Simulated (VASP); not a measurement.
# Si2Mo (C2/m) in VASP: notebook, part 2 of 2

VASP 6.6.1. The steps go on from the part before.

## Step 3: Single point, PBEsol (atoms displaced along a vibrational mode)

The input, INCAR:

```
SYSTEM = Si2Mo
  PREC = Accurate
  ENCUT = 520
  EDIFF = 1E-6
  ISMEAR = 0
  SIGMA = 0.15
  LREAL = .FALSE.
  LASPH = .TRUE.
  NELM = 80
  ALGO = Fast
  ISIF = 2
  LWAVE = .FALSE.
  LCHARG = .FALSE.
  GGA = PS
  NBANDS = 18
```

The input, KPOINTS:

```
regular mesh
0
G
  20 20 20
  0 0 0
```

The input, POSCAR:

```
Si2Mo
1.0
   -1.5950350805      1.5950350805      3.9106920000
    1.5950350805     -1.5950350805      3.9106920000
    1.5950350805      1.5950350805     -3.9106920000
Si Mo
2 1
Direct
    0.3350596655      0.3272228473     -0.0078368182
    0.6649403345      0.6727771527      0.0078368182
    0.0000000000      0.0000000000      0.0000000000
```

Potentials or basis: VASP PAW PBE potentials, release 64 (Si, Mo_sv).

Launch:

```
$ cat potpaw_PBE.64/Si/POTCAR potpaw_PBE.64/Mo_sv/POTCAR > POTCAR
$ mpirun -np 1 vasp_std > vasp.out
```

OUTCAR:

```text
SYSTEM = Si2Mo
   PREC = Accurate
   ENCUT = 520
   EDIFF = 1E-6
   ISMEAR = 0
   LREAL = .FALSE.
   LASPH = .TRUE.
   NELM = 80
   ISIF = 2
   GGA = PS

 ion  position               nearest neighbor table
   1  0.335  0.327  0.992-   2 2.58   3 2.58   3 2.58   2 2.59   2 2.59   3 2.61   3 2.61   3 2.62
                             2 2.65   2 2.65
   2  0.665  0.673  0.008-   1 2.58   3 2.58   3 2.58   1 2.59   1 2.59   3 2.61   3 2.61   3 2.62
                             1 2.65   1 2.65
   3  0.000  0.000  0.000-   1 2.58   2 2.58   2 2.58   1 2.58   2 2.61   1 2.61   2 2.61   1 2.61
                             1 2.62   2 2.62

  LATTYP: Found a body centered tetragonal cell.
 ALAT       =     3.1900701610
 C/A-ratio  =     2.4517905893

  Lattice vectors:

 A1 = (  -1.5950350805,   1.5950350805,   3.9106920000)
 A2 = (   1.5950350805,  -1.5950350805,   3.9106920000)
 A3 = (   1.5950350805,   1.5950350805,  -3.9106920000)

Analysis of symmetry for initial positions (statically):
=====================================================================
 Subroutine PRICEL returns:
 Original cell was already a primitive cell.

 Routine SETGRP: Setting up the symmetry group for a
 body centered tetragonal supercell.

 Subroutine GETGRP returns: Found  4 space group operations
 (whereof  4 operations were pure point group operations)
 out of a pool of 16 trial point group operations.

The static configuration has the point symmetry C_2h.

Analysis of symmetry for dynamics (positions and initial velocities):
=====================================================================
 Subroutine PRICEL returns:
 Original cell was already a primitive cell.

 Routine SETGRP: Setting up the symmetry group for a
 body centered tetragonal supercell.

 Subroutine GETGRP returns: Found  4 space group operations
 (whereof  4 operations were pure point group operations)
 out of a pool of 16 trial point group operations.

The dynamic configuration has the point symmetry C_2h.

 Subroutine INISYM returns: Found  4 space group operations
 (whereof  4 operations are pure point group operations),
[... 114 lines left out ...]
   EFERMI_NEDOS =   21; number of points for ismear=-14 and -15
   IALGO  =     68    algorithm
   IMIX   =      4    mixing-type and parameters
     AMIX     =   0.40;   BMIX     =  1.00
     AMIX_MAG =   1.60;   BMIX_MAG =  1.00
  volume/ion in A,a.u.               =      13.27        89.52
  Fermi-wavevector in a.u.,A,eV,Ry     =   1.343583  2.539003 24.561430  1.805214
  Thomas-Fermi vector in A             =   2.471645
   LORBIT       =      0    0 simple, 1 ext, 2 COOP (PROOUT), +10 PAW based schemes
   GGA     = PS    functional components
   LHFCALC =     F    Hartree Fock is set to
   AEXX    =    0.0000 exact exchange contribution
   IVDW    =     0    specifies the selected vdW correction
   LEPSILON=     F    determine dielectric tensor
   LRPA    =     F    only Hartree local field effects (RPA)
 non-spin polarized calculation
 RMM-DIIS sequential band-by-band and
 Gauss-broadening in eV      SIGMA  =   0.15
  energy-cutoff  :      520.00
  volume of cell :       39.80
 maximum number of plane-waves:      1104
 NGX is ok and might be reduce to    36
   NGX = 17   NGY = 17   NGZ = 17

 number of electron      22.0000000 magnetization

 Free energy of the ion-electron system (eV)
  ---------------------------------------------------
  ext. energy  EPLUGINS =         0.00000000
  ---------------------------------------------------
  free energy    TOTEN  =       -25.07351022 eV

  energy without entropy =      -25.07086201  energy(sigma->0) =      -25.07218611

 E-fermi :  12.3310     XC(G=0): -12.5623

 val. band max:       12.3261142791   @ k =   0.5000  -0.4500  -0.3500
 cond. band min:      12.3418911282   @ k =   0.5000   0.5000   0.3000
 fundamental gap:      0.0157768491
 Fermi energy:        12.3310022433

 k-point     1 :       0.0000    0.0000    0.0000
  band No.  band energies     occupation
      1     -48.2680      2.00000
      2     -22.4618      2.00000
      3     -22.3748      2.00000
      4     -22.3716      2.00000
      5      -1.1638      2.00000
      6       5.8672      2.00000
[... 481 lines left out ...]
      5       1.4875      2.00000
      6       4.0033      2.00000
[... 10 lines left out ...]
     17      18.9389      0.00000
     18      20.4817      0.00000

 [... further k-points ...]
[... 5 lines left out ...]
  --------------------------------------------------------------------------------------
  -------------------------------------------------------------------------------------
  Total        0.1061442      0.1284500      0.1010353      0.0000000      0.0000000     -0.0809328
  in kB        4.2731974      5.1711929      4.0675190      0.0000000      0.0000000     -3.2582251
  external PRESSURE =       4.5039698 kB  Pullay stress =       0.0000000 kB

 VOLUME and BASIS-vectors are now :
 -----------------------------------------------------------------------------
  energy-cutoff  :      520.00
  volume of cell :       39.80
      direct lattice vectors                 reciprocal lattice vectors
    -1.595035080  1.595035080  3.910692000     0.000000000  0.313472729  0.127854610
     1.595035080 -1.595035080  3.910692000     0.313472729  0.000000000  0.127854610
     1.595035080  1.595035080 -3.910692000     0.313472729  0.313472729  0.000000000

 POSITION                                       TOTAL-FORCE (eV/Angst)
 -----------------------------------------------------------------------------------
      1.57004      1.59504     -1.29006         0.287932      0.000000      0.003868
      0.02500      0.00000      5.20075        -0.287932     -0.000000     -0.003868
      0.00000      0.00000      0.00000        -0.000000     -0.000000      0.000000
 -----------------------------------------------------------------------------------
    total drift:                               -0.000000     -0.000000      0.000000

  FREE ENERGIE OF THE ION-ELECTRON SYSTEM (eV)
  ---------------------------------------------------
  free  energy   TOTEN  =       -25.0735102191 eV

  energy  without entropy=      -25.0708620051  energy(sigma->0) =      -25.07218611
```

OSZICAR:

```text
N       E                     dE             d eps       ncg     rms          rms(c)
DAV:   1     0.118710896944E+03    0.11871E+03   -0.11297E+04 76112   0.116E+03
DAV:   2    -0.229636443228E+02   -0.14167E+03   -0.13875E+03 91154   0.298E+02
DAV:   3    -0.260246777408E+02   -0.30610E+01   -0.30339E+01 94404   0.390E+01
DAV:   4    -0.260412367284E+02   -0.16559E-01   -0.16543E-01 89924   0.316E+00
DAV:   5    -0.260413469353E+02   -0.11021E-03   -0.11020E-03 89022   0.270E-01    0.231E+01
RMM:   6    -0.252276244236E+02    0.81372E+00   -0.30596E+00 77621   0.111E+01    0.565E+00
RMM:   7    -0.251003920028E+02    0.12723E+00   -0.21847E-01 80184   0.322E+00    0.407E+00
RMM:   8    -0.250740056353E+02    0.26386E-01   -0.65911E-02 89443   0.166E+00    0.372E-01
RMM:   9    -0.250736913135E+02    0.31432E-03   -0.97300E-03 93083   0.589E-01    0.255E-01
RMM:  10    -0.250735267948E+02    0.16452E-03   -0.14266E-03 89075   0.283E-01    0.121E-01
RMM:  11    -0.250735121295E+02    0.14665E-04   -0.31921E-04 93506   0.123E-01    0.243E-02
RMM:  12    -0.250735096849E+02    0.24446E-05   -0.54353E-05 93143   0.556E-02    0.132E-02
RMM:  13    -0.250735103477E+02   -0.66281E-06   -0.12220E-05 87320   0.250E-02    0.480E-03
RMM:  14    -0.250735102191E+02    0.12859E-06   -0.20678E-06 66134   0.118E-02
   1 F= -.25073510E+02 E0= -.25072186E+02  d E =-.264821E-02
```

Wall time 57 min (1 thread of Oxide Virtual Turin-like, shared host); peak memory 1.4 GiB.

What came out:

- Free energy: -25.0735 eV
- Pressure: 0.5 GPa
- Largest force: 0.288 eV/Å
- Band gap on the k mesh: zero (bands 11 and 12 overlap by 0.95 eV)

Forces on the atoms (eV/Å):
```
Si   0.288  0.000  0.004
Si  -0.288  0.000 -0.004
Mo   0.000  0.000  0.000
```

Stress tensor (GPa, compression positive):
```
 0.43  0.00 -0.33
 0.00  0.52  0.00
-0.33  0.00  0.41
```

Levels at points of the mesh, in eV from the Fermi level:
| k point | band 7 | band 8 | band 9 | band 10 | band 11 | band 12 | band 13 | band 14 | band 15 | band 16 |
| --- | --- | --- | --- | --- | --- | --- | --- | --- | --- | --- |
| (0.00, 0.00, 0.00) | -3.39 | -3.14 | -2.64 | -2.63 | 0.39 | 3.11 | 3.21 | 3.57 | 3.62 | 4.14 |
| (0.50, 0.00, 0.00) | -5.01 | -4.51 | -2.65 | -2.57 | -0.51 | 2.29 | 3.14 | 4.16 | 4.23 | 5.51 |
| (0.00, 0.50, 0.00) | -4.96 | -4.48 | -2.64 | -2.60 | -0.50 | 2.30 | 3.32 | 4.11 | 4.27 | 5.42 |
| (0.50, 0.00, 0.50) | -5.07 | -4.54 | -2.63 | -2.56 | -0.52 | 2.29 | 2.96 | 4.18 | 4.20 | 5.62 |
| (0.50, 0.50, 0.00) | -5.71 | -5.14 | -4.47 | -3.10 | -1.21 | 2.35 | 2.78 | 3.19 | 3.38 | 4.77 |
| (0.50, 0.50, 0.50) | -3.62 | -2.23 | -0.59 | -0.58 | -0.46 | -0.45 | 0.53 | 4.77 | 5.26 | 6.01 |

Caveat: the cell differs from its parent crystal (atoms displaced along a vibrational mode); the PAW data sets were made with another functional, which shifts forces and pressure a little.
